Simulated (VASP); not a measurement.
A run of VASP 6.6.1:

File INCAR:

```
PREC = Accurate
ENCUT = 520
EDIFF = 1E-6
ISMEAR = 1
SIGMA = 0.1
LREAL = F
LASPH = T
NELM = 100
ALGO = Normal
ISIF = 2
LWAVE = F
LCHARG = F
GGA = PS
NBANDS = 8
```

The input KPOINTS:

```
regular mesh
0
Gamma
  9 9 9
```

The input POSCAR:

```
Al
1.0
   -1.6064162273      1.6064162273      1.6064162273
    1.6064162273     -1.6064162273      1.6064162273
    1.6064162273      1.6064162273     -1.6064162273
Al
1
Direct
    0.0000000000      0.0000000000      0.0000000000
```

Potentials or basis: VASP PAW PBE potentials, release 64 (Al).

Launch:

```console
$ cat potpaw_PBE.64/Al/POTCAR > POTCAR
$ mpirun -np 1 vasp_std > vasp.out
```

Hardware: 1 thread of Intel(R) Xeon(R) 6975P-C (Granite Rapids), with other jobs on the host.

**Question.** How long does it take, and how much memory?

**Answer.** It took 2 s on 1 thread of Intel(R) Xeon(R) 6975P-C (Granite Rapids), on a shared host, peak memory 0.12 GiB. Counts: scf iterations 10, k points 35.
